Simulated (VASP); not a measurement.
# Pb (P6_3/mmc) in VASP: notebook, part 2 of 2

VASP 6.6.1. The steps go on from the part before.

## 3. Single point, B3LYP

POSCAR reads:

```
Pb
1.0
    3.4800000000      0.0000000000      0.0000000000
   -1.7400000000      3.0137684052      0.0000000000
    0.0000000000      0.0000000000      5.5900000000
Pb
2
Direct
    0.6666666667      0.3333333333      0.7500000000
    0.3333333333      0.6666666667      0.2500000000
```

INCAR.step1 reads:

```
SYSTEM = Pb
ALGO = Normal
EDIFF = 1E-5
ENCUT = 520
GGA = PE
ISIF = 2
ISMEAR = -1
LASPH = .TRUE.
LREAL = .FALSE.
LWAVE = .TRUE.
NBANDS = 21
NELM = 100
PREC = Accurate
SIGMA = 0.05
```

INCAR.step2 reads:

```
SYSTEM = Pb
AEXX = 0.2
AGGAC = 0.81
AGGAX = 0.72
ALDAC = 0.19
ALGO = Normal
EDIFF = 1E-6
ENCUT = 520
GGA = B3
ISIF = 2
ISMEAR = -1
ISTART = 1
LASPH = .TRUE.
LCHARG = .TRUE.
LELF = .TRUE.
LHFCALC = .TRUE.
LREAL = .FALSE.
LVHAR = .TRUE.
LWAVE = .FALSE.
NBANDS = 21
NELM = 100
PREC = Accurate
PRECFOCK = Normal
SIGMA = 0.05
```

KPOINTS reads:

```
k-points
0
G
  5 5 3
  0 0 0
```

Potentials or basis: VASP PAW PBE potentials, release 64 (Pb_d).

Command:

```bash
> cat potpaw_PBE.64/Pb_d/POTCAR > POTCAR
> cp INCAR.step1 INCAR
> mpirun -np 1 vasp_std > vasp.out
> cp INCAR.step2 INCAR
> mpirun -np 1 vasp_std > vasp.out
```

OUTCAR:

```text
SYSTEM = Pb
   AEXX = 0.2
   EDIFF = 1E-6
   ENCUT = 520
   GGA = B3
   ISIF = 2
   ISMEAR = -1
   ISTART = 1
   LASPH = .TRUE.
   LHFCALC = .TRUE.
   LREAL = .FALSE.
   NELM = 100
   PREC = Accurate
   PRECFOCK = Normal

 ion  position               nearest neighbor table
   1  0.667  0.333  0.750-   2 3.44   2 3.44   2 3.44   2 3.44   2 3.44   2 3.44
   2  0.333  0.667  0.250-   1 3.44   1 3.44   1 3.44   1 3.44   1 3.44   1 3.44

  LATTYP: Found a hexagonal cell.
 ALAT       =     3.4800000000
 C/A-ratio  =     1.6063218391

  Lattice vectors:

 A1 = (   3.4800000000,   0.0000000000,   0.0000000000)
 A2 = (  -1.7400000000,   3.0137684052,   0.0000000000)
 A3 = (   0.0000000000,   0.0000000000,   5.5900000000)

Analysis of symmetry for initial positions (statically):
=====================================================================
 Subroutine PRICEL returns:
 Original cell was already a primitive cell.

 Routine SETGRP: Setting up the symmetry group for a
 hexagonal supercell.

 Subroutine GETGRP returns: Found 24 space group operations
 (whereof 12 operations were pure point group operations)
 out of a pool of 24 trial point group operations.

The static configuration has the point symmetry D_3d.
 The point group associated with its full space group is D_6h.

Analysis of symmetry for dynamics (positions and initial velocities):
=====================================================================
 Subroutine PRICEL returns:
 Original cell was already a primitive cell.

 Routine SETGRP: Setting up the symmetry group for a
 hexagonal supercell.

 Subroutine GETGRP returns: Found 24 space group operations
 (whereof 12 operations were pure point group operations)
[... 107 lines left out ...]
     AMIX     =   0.40;   BMIX     =  1.00
     AMIX_MAG =   1.60;   BMIX_MAG =  1.00
  volume/ion in A,a.u.               =      29.31       197.82
  Fermi-wavevector in a.u.,A,eV,Ry     =   1.279658  2.418203 22.279870  1.637524
  Thomas-Fermi vector in A             =   2.412131
   LORBIT       =      0    0 simple, 1 ext, 2 COOP (PROOUT), +10 PAW based schemes
   GGA     = B3    functional components
   LHFCALC =     T    Hartree Fock is set to
   PRECFOCK=normal    Normal, Fast or Accurate (Low or Medium for compatibility)
   ENCUT4O =  -1.0   cutoff for four orbital integrals eV
   NKREDX  =     1    reduce k-point grid by
   NKREDY  =     1    reduce k-point grid by
   NKREDZ  =     1    reduce k-point grid by
   AEXX    =    0.2000 exact exchange contribution
   HFSCREEN=    0.0000 screening length (either q_TF or 0.3 A-1)
   HFSCREENC=   0.0000 screening length for correlation (either q_TF or 0.3 A-1)
   ENCUTFOCK=  -1.0 apply spherical cutoff to Coloumb kernel
   IVDW    =     0    specifies the selected vdW correction
   LEPSILON=     F    determine dielectric tensor
   LRPA    =     F    only Hartree local field effects (RPA)
 non-spin polarized calculation
  energy-cutoff  :      520.00
  volume of cell :       58.63
 maximum number of plane-waves:      1593
 NGX is ok and might be reduce to    28
  NGX = 20; NGY = 20; NGZ = 32

 number of electron      28.0000005 magnetization

 Free energy of the ion-electron system (eV)
  ---------------------------------------------------
  ext. energy  EPLUGINS =         0.00000000
  ---------------------------------------------------
  free energy    TOTEN  =        -7.31389162 eV

  energy without entropy =       -7.30821476  energy(sigma->0) =       -7.31105319

 E-fermi :   7.5088     XC(G=0):  -8.2225

 val. band max:        7.0420499223   @ k =   0.2000   0.2000   0.0000
 cond. band min:       7.5091141194   @ k =   0.4000  -0.0000   0.0000
 fundamental gap:      0.4670641971
 Fermi energy:         7.5087648911

 k-point     1 :       0.0000    0.0000    0.0000
  band No.  band energies     occupation
      1     -11.1340      2.00000
      2     -11.0823      2.00000
      3     -11.0543      2.00000
      4     -11.0543      2.00000
      5     -11.0285      2.00000
      6     -11.0285      2.00000
[... 229 lines left out ...]
     20      19.0340      0.00000
     21      19.2753      0.00000

------------------------ aborting loop because EDIFF is reached ----------------------------------------

  FORCE on cell =-STRESS in cart. coord.  units (eV):
  Direction    XX          YY          ZZ          XY          YZ          ZX
  --------------------------------------------------------------------------------------
  -------------------------------------------------------------------------------------
  Total        2.5054527      2.5054527      2.5084273      0.0000000      0.0000000      0.0000000
  in kB       68.4692956     68.4692956     68.5505857      0.0000000      0.0000000      0.0000000
  external PRESSURE =      68.4963923 kB  Pullay stress =       0.0000000 kB

 VOLUME and BASIS-vectors are now :
 -----------------------------------------------------------------------------
  energy-cutoff  :      520.00
  volume of cell :       58.63
      direct lattice vectors                 reciprocal lattice vectors
     3.480000000  0.000000000  0.000000000     0.287356322  0.165905250  0.000000000
    -1.740000000  3.013768405  0.000000000     0.000000000  0.331810500  0.000000000
     0.000000000  0.000000000  5.590000000     0.000000000  0.000000000  0.178890877

 POSITION                                       TOTAL-FORCE (eV/Angst)
 -----------------------------------------------------------------------------------
      1.74000      1.00459      4.19250         0.000000     -0.000000     -0.000000
     -0.00000      2.00918      1.39750        -0.000000      0.000000      0.000000
 -----------------------------------------------------------------------------------
    total drift:                               -0.000000      0.000000      0.000000

  FREE ENERGIE OF THE ION-ELECTRON SYSTEM (eV)
  ---------------------------------------------------
  free  energy   TOTEN  =        -7.3138916169 eV

  energy  without entropy=       -7.3082147640  energy(sigma->0) =       -7.31105319
```

OUTCAR.step1:

```text
SYSTEM = Pb
   EDIFF = 1E-5
   ENCUT = 520
   GGA = PE
   ISIF = 2
   ISMEAR = -1
   LASPH = .TRUE.
[... 447 lines left out ...]
      1.74000      1.00459      4.19250         0.000000      0.000000      0.000000
     -0.00000      2.00918      1.39750        -0.000000      0.000000      0.000000
 -----------------------------------------------------------------------------------
    total drift:                               -0.000000      0.000000      0.000000

  FREE ENERGIE OF THE ION-ELECTRON SYSTEM (eV)
  ---------------------------------------------------
  free  energy   TOTEN  =        -7.0562918536 eV

  energy  without entropy=       -7.0452288129  energy(sigma->0) =       -7.05076033
```

Wall time 16 min (1 thread of Intel Xeon Platinum 8488C (Sapphire Rapids), shared host); peak memory 0.19 GiB.

What came out:

| Quantity | Value |
| --- | --- |
| Free energy | -7.3139 eV |
| Pressure | 6.8 GPa |
| Band gap on the k mesh | zero (bands 14 and 15 overlap by 7.17 eV) |

Caveat: the k points lie up to 0.42 Å⁻¹ apart, too coarse for converged energies and pressures of a metal; the PAW data sets were made with another functional, which shifts forces and pressure a little; spin-orbit coupling is left out, which moves the levels of the heavy elements.

## 4. Single point, PBE-based screened hybrid with 25 % exact exchange

POSCAR is that of step 3.

INCAR.step1 reads:

```
ALGO     = Normal         # electronic algorithm
EDIFF    = 1E-5           # SCF threshold, eV
ENCUT    = 520            # plane-wave cutoff, eV
GGA      = PE             # functional
ISIF     = 2              # what is computed and relaxed
ISMEAR   = -1             # smearing method
LASPH    = True           # aspherical terms in the spheres
LCHARG   = False          # write CHGCAR
LREAL    = False          # projectors in reciprocal space
LWAVE    = True           # write WAVECAR
NBANDS   = 21             # bands
NELM     = 80             # most SCF steps
PREC     = Accurate       # precision mode
SIGMA    = 0.05           # smearing width, eV
```

INCAR.step2 reads:

```
AEXX     = 0.25           # exact-exchange fraction
ALGO     = Normal         # electronic algorithm
EDIFF    = 1E-7           # SCF threshold, eV
ENCUT    = 520            # plane-wave cutoff, eV
GGA      = PE             # functional
HFSCREEN = 0.3            # screening, 1/A
ISIF     = 2              # what is computed and relaxed
ISMEAR   = -1             # smearing method
ISTART   = 1            
LASPH    = True           # aspherical terms in the spheres
LCHARG   = False          # write CHGCAR
LHFCALC  = True           # exact exchange
LREAL    = False          # projectors in reciprocal space
LWAVE    = False          # write WAVECAR
NBANDS   = 21             # bands
NELM     = 80             # most SCF steps
PREC     = Accurate       # precision mode
PRECFOCK = Normal       
SIGMA    = 0.05           # smearing width, eV
```

KPOINTS reads:

```
k-points
0
Gamma
  5 5 3
```

Command:

```bash
> cat potpaw_PBE.64/Pb_d/POTCAR > POTCAR
> cp INCAR.step1 INCAR
> mpirun -np 1 vasp_std > vasp.out
> cp INCAR.step2 INCAR
> mpirun -np 1 vasp_std > vasp.out
```

It took 29 min on 1 thread of Intel Xeon Platinum 8259CL at 2.50GHz (Skylake/Cascade Lake), shared host; peak memory 0.28 GiB.

The run converged. Its results:

| Item | Value |
| --- | --- |
| Free energy | -7.8690 eV |
| Pressure | 3.3 GPa |
| Band gap on the k mesh | zero (bands 14 and 15 overlap by 6.82 eV) |

Stress tensor (GPa, compression positive):
```
3.64 0.00 0.00
0.00 3.64 0.00
0.00 0.00 2.64
```

Levels at points of the mesh, in eV from the Fermi level:
| k point | band 10 | band 11 | band 12 | band 13 | band 14 | band 15 | band 16 | band 17 | band 18 | band 19 |
| --- | --- | --- | --- | --- | --- | --- | --- | --- | --- | --- |
| (0.00, 0.00, 0.00) | -18.17 | -12.75 | -8.26 | -4.40 | 6.44 | 6.44 | 8.45 | 8.45 | 9.18 | 9.66 |

Caveat: the k points lie up to 0.42 Å⁻¹ apart, too coarse for converged energies and pressures of a metal; the PAW data sets were made with another functional, which shifts forces and pressure a little; spin-orbit coupling is left out, which moves the levels of the heavy elements.

## 5. Single point, r2SCAN0

POSCAR is that of step 4.

INCAR.step1 reads:

```
SYSTEM = Pb
  PREC = Accurate
  ENCUT = 520
  EDIFF = 1E-5
  ISMEAR = -1
  SIGMA = 0.05
  LREAL = .False.
  LASPH = .True.
  NELM = 80
  ALGO = Normal
  ISIF = 2
  LWAVE = .True.
  NBANDS = 21
  GGA = PE
```

INCAR.step2 reads:

```
SYSTEM = Pb
  PREC = Accurate
  ENCUT = 520
  EDIFF = 1E-6
  ISMEAR = -1
  SIGMA = 0.05
  LREAL = .False.
  LASPH = .True.
  NELM = 80
  ALGO = Normal
  ISIF = 2
  LWAVE = .False.
  LCHARG = .True.
  METAGGA = R2SCAN
  LHFCALC = .True.
  AEXX = 0.25
  LMIXTAU = .True.
  PRECFOCK = Normal
  LELF = .True.
  LVHAR = .True.
  NBANDS = 21
  ISTART = 1
```

KPOINTS reads:

```
Automatic mesh
0
Gamma
  5 5 3
  0 0 0
```

Command:

```bash
> cat potpaw_PBE.64/Pb_d/POTCAR > POTCAR
> cp INCAR.step1 INCAR
> mpirun -np 1 vasp_std > vasp.out
> cp INCAR.step2 INCAR
> mpirun -np 1 vasp_std > vasp.out
```

Run time: 21 min. Hardware: 1 thread of Intel Xeon Platinum 8259CL at 2.50GHz (Skylake/Cascade Lake), shared host; peak memory 0.2 GiB.

It converged, with:

```
Free energy            : -88.9167 eV
Pressure               : 2.7 GPa
Band gap on the k mesh : zero (bands 14 and 15 overlap by 7.80 eV)
```

Levels at points of the mesh, in eV from the Fermi level:
```tsv
k point	band 11	band 12	band 13	band 14	band 15	band 16	band 17	band 18
(0.00, 0.00, 0.00)	-13.81	-9.12	-5.14	7.10	7.10	9.20	9.20	9.96
```

Caveat: the k points lie up to 0.42 Å⁻¹ apart, too coarse for converged energies and pressures of a metal; the PAW data sets were made with another functional, which shifts forces and pressure a little; spin-orbit coupling is left out, which moves the levels of the heavy elements.

## 6. Overview

```csv
level,share of exact exchange,screening parameter,gap on the mesh (eV),pressure (GPa)
PBEsol-based global hybrid with 25 % exact exchange,0.25,-,none,1.0
B3LYP,0.2,-,none,6.8
PBE-based screened hybrid with 25 % exact exchange,0.25,0.3 1/Å,none,3.3
r2SCAN0,0.25,-,none,2.7
```

Alike in all rows: task single point; potentials or basis VASP PAW PBE potentials, release 64 (Pb_d); no spin polarisation; cell as given; k mesh 5 × 5 × 3; cutoff (eV) 520; smearing fermi-dirac 0.05 eV.

Caveats: all runs use coarse meshes; the PAW data sets were made with another functional, which shifts forces and pressure a little; spin-orbit coupling is left out, which moves the levels of the heavy elements.

Total energies depend on the potentials used, so only differences within one code and one set of settings carry meaning.
